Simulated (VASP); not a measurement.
Write the native input for VASP 6.6.1 that does the following.

```yaml
Task: single point
Functional: LDA
Potentials_or_basis: VASP PAW LDA potentials, release 64 (Ti_sv, C)
Cutoff: 520 eV
k_mesh: 9 × 9 × 1
Occupations: gaussian, width 0.1 eV
Spin: no spin polarisation
Dipole_correction: yes
Further_INCAR_settings: ALGO = Normal; EDIFF = 1e-06; NBANDS = 34
```

The structure of Ti4C lies in POSCAR:

```
Ti4C
1.0
    2.8641158382      0.0000000000      0.0000000000
   -1.4320579191      2.4803970752      0.0000000000
    0.0000000000      0.0000000000     22.2412393510
Ti C
4 1
Direct
    0.6666666667      0.3333333334      0.1798460930
    0.3333333333      0.6666666666      0.2818047761
    0.6666666667      0.3333333334      0.3878689313
    0.6660723106      0.8330361553      0.5044709615
    1.0000000000      1.5000000000      0.5434703716
```

These files were run (other wordings do the same):

INCAR

```
  PREC = Accurate
  ENCUT = 520
  EDIFF = 1E-6
  ISMEAR = 0
  SIGMA = 0.1
  LREAL = F
  LASPH = T
  NELM = 80
  ALGO = Normal
  ISIF = 2
  LWAVE = F
  LCHARG = F
  LDIPOL = T
  IDIPOL = 3
  DIPOL = 0.5 0.5 0.379
  NBANDS = 34
```

KPOINTS

```
regular mesh
0
Gamma
  9 9 1
```

Potentials or basis: VASP PAW LDA potentials, release 64 (Ti_sv, C).

Launch:

```bash
$ cat potpaw_LDA.64/Ti_sv/POTCAR potpaw_LDA.64/C/POTCAR > POTCAR
$ mpirun -np 1 vasp_std > vasp.out
```

Results of the run:

The largest force is 0.517 eV/Å and the band gap on the k mesh is zero (band 26 reaches 1.06 eV, above the bottom of band 27 at 0.37 eV).

Run time: 4.7 min on 1 thread of Intel(R) Xeon(R) Platinum 8124M CPU @ 3.00GHz (Skylake/Cascade Lake) (shared host), peak memory 0.3 GiB.
